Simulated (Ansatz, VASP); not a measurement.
**One calculation of Be, two programs**

Contents of INCAR:

```
SYSTEM = Be
PREC     = Accurate       ! precision mode
ENCUT    = 520            ! plane-wave cutoff, eV
EDIFF    = 1E-6           ! SCF threshold, eV
ISMEAR   = -1             ! smearing method
SIGMA    = 0.05           ! smearing width, eV
LREAL    = .FALSE.        ! projectors in reciprocal space
LASPH    = .TRUE.         ! aspherical terms in the spheres
NELM     = 80             ! most SCF steps
ALGO     = Normal         ! electronic algorithm
ISIF     = 2              ! what is computed and relaxed
LWAVE    = .FALSE.        ! write WAVECAR
LCHARG   = .FALSE.        ! write CHGCAR
GGA      = PS             ! functional
NBANDS   = 9              ! bands
```

Contents of KPOINTS:

```
Automatic mesh
0
G
  8 8 4
  0 0 0
```

Contents of POSCAR:

```
Be
1.0
    2.2853000000      0.0000000000      0.0000000000
   -1.1426500000      1.9791278553      0.0000000000
    0.0000000000      0.0000000000      3.5842000000
Be
2
Direct
    0.6666666667      0.3333333333      0.7500000000
    0.3333333333      0.6666666667      0.2500000000
```

File input.yaml:

```yaml
crystal:
  lattice:
    - [2.2853, 0.0, 0.0]
    - [-1.14265, 1.9791278553, 0.0]
    - [0.0, 0.0, 3.5842]
  atoms:
    - { symbol: Be, position: [0.6666666667, 0.3333333333, 0.75] }
    - { symbol: Be, position: [0.3333333333, 0.6666666667, 0.25] }
hamiltonian:
  xc: pbesol
  pseudopotentials: { kind: paw }
kpoints:
  mp_grid: { grid: [8, 8, 4] }
scf:
  occupations: { method: fermi_dirac, width: 0.05 }
  n_extra_bands: 6
output:
  forces: true
  stress: true
  eigenvalues: true
  dos: { projected: true, de: 0.05, nscf_kmesh: { grid: [12, 12, 6] } }
```

Alike in both runs: functional PBEsol; k mesh 8 × 8 × 4; occupations fermi-dirac, width 0.05 eV; no spin polarisation.

|  | VASP | Ansatz |
| --- | --- | --- |
| version | VASP 6.6.1 | Ansatz 0.2.0 |
| potentials or method | VASP PAW PBE potentials, release 64 (Be) | Ansatz PAW |
| plane-wave cutoff (eV) | 520 | 420 |
| valence electrons in the cell | 4 | 4 |
| task | single point | projected density of states |

|  | VASP | Ansatz | Ansatz less VASP |
| --- | --- | --- | --- |
| gap on the k mesh at the Fermi level (eV) | none | none | - |
| pressure (GPa) | -3.5 | -3.9 | -0.35 |
| traceless stress, the component that is largest in VASP (GPa) | 2.59 | 2.55 | -0.048 |

VASP's potentials were made for PBE, not for PBEsol. A gap of «none» marks a metal or a gap that the smearing closes.

The k mesh is coarse, so the values compare programs but aren't converged.
